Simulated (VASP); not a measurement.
Wanted: the native input for a VASP 6.6.1 run.

```
Task                   : relaxation of the atoms
Functional             : PBE
Potentials or basis    : VASP PAW PBE potentials, release 64 (Pb_d, O)
Cutoff                 : 520 eV
k mesh                 : 8 × 8 × 10
Occupations            : gaussian, width 0.1 eV
Spin                   : no spin polarisation
Dipole correction      : no
Further INCAR settings : ALGO = Fast; EDIFF = 1e-06; IBRION = 2; EDIFFG = -0.01; NSW = 60
```

The structure of PbO2 lies in POSCAR:

```
PbO2
1.0
    4.9577000000      0.0000000000      0.0000000000
    0.0000000000      4.9577000000      0.0000000000
    0.0000000000      0.0000000000      3.3879000000
Pb O
2 4
Direct
    0.0000000000      0.0000000000      0.0000000000
    0.5000000000      0.5000000000      0.5000000000
    0.3072000000      0.3072000000      0.0000000000
    0.1928000000      0.8072000000      0.5000000000
    0.6928000000      0.6928000000      0.0000000000
    0.8072000000      0.1928000000      0.5000000000
```

One way to write it, as run:

INCAR

```
PREC = Accurate ; ENCUT = 520
EDIFF = 1E-6 ; ISMEAR = 0
SIGMA = 0.1 ; LREAL = F
LASPH = T ; NELM = 100
ALGO = Fast ; ISIF = 2
LWAVE = F ; LCHARG = F
GGA = PE ; IBRION = 2
NSW = 60 ; EDIFFG = -0.01
KPAR = 4
```

KPOINTS

```
Automatic mesh
0
Gamma
  8 8 10
```

Potentials or basis: VASP PAW PBE potentials, release 64 (Pb_d, O).

Run with:

```bash
$ cat potpaw_PBE.64/Pb_d/POTCAR potpaw_PBE.64/O/POTCAR > POTCAR
$ mpirun -np 4 vasp_std > vasp.out
```

Results of the run:

```yaml
Energy_gained_by_relaxing: 0.1 meV/atom
Ionic_steps: 3
Pressure_after_relaxing: 9.2 GPa
Band_gap_on_the_k_mesh: 0.01 eV (least direct gap 0.06 eV)
```

Caveat: the smearing spreads over this small gap; spin-orbit coupling is left out, which moves the levels of the heavy elements.

Wall time 2.5 min on 4 MPI ranks on Oxide Virtual Turin-like Processor (shared host), peak memory 0.31 GiB a rank.
